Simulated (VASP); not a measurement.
The system is SnO2 (Cassiterite).

```
CELL_PARAMETERS angstrom
4.82742 0.00000 0.00000
0.00000 4.82742 0.00000
0.00000 0.00000 3.23807
ATOMIC_POSITIONS crystal
Sn 0.00000 0.00000 0.00000
Sn 0.50000 0.50000 0.50000
O 0.30654 0.30654 0.00000
O 0.19346 0.80654 0.50000
O 0.69346 0.69346 0.00000
O 0.80654 0.19346 0.50000
```

```yaml
Program: VASP 6.6.1
Task: relaxation of cell and atoms
Functional: PBEsol
Potentials_or_basis: VASP PAW PBE potentials, release 64 (Sn_d, O)
Cutoff: 600 eV
k_mesh: 6 × 6 × 8
Occupations: gaussian, width 0.02 eV
Spin: no spin polarisation
```

At the start: pressure -5.4 GPa; volume 12.58 Å³/atom.

Question: Where does the relaxation end?

Answer: Over 9 steps the energy falls by 6.4 meV/atom and the volume is 12.20 Å³/atom (-3.0 %); space group P4_2/mnm (No. 136, to 0.05 Å).

The path:
```csv
step,energy change (eV),largest force (eV/Å),pressure (GPa),volume (Å³)
1,0.0000,0.0501,-5.36,75.46
2,0.0175,0.2540,7.22,70.96
3,-0.0364,0.0781,-0.10,73.37
4,-0.0364,0.0809,0.01,73.33
5,-0.0380,0.0001,0.08,73.20
6,-0.0381,0.0147,0.10,73.18
7,-0.0381,0.0074,-0.11,73.25
8,-0.0381,0.0088,-0.07,73.24
9,-0.0381,0.0030,0.01,73.21
```

Final structure:
```yaml
crystal:
  lattice:
    - [4.77134, 0.00000, 0.00000]
    - [0.00000, 4.77134, 0.00000]
    - [0.00000, 0.00000, 3.21574]
  atoms:
    - { symbol: Sn, position: [0.00000, 0.00000, 0.00000] }
    - { symbol: Sn, position: [0.50000, 0.50000, 0.50000] }
    - { symbol: O, position: [0.30626, 0.30626, 0.00000] }
    - { symbol: O, position: [0.19374, 0.80626, 0.50000] }
    - { symbol: O, position: [0.69374, 0.69374, 0.00000] }
    - { symbol: O, position: [0.80626, 0.19374, 0.50000] }
```

Caveat: the PAW data sets were made with another functional, which shifts forces and pressure a little.
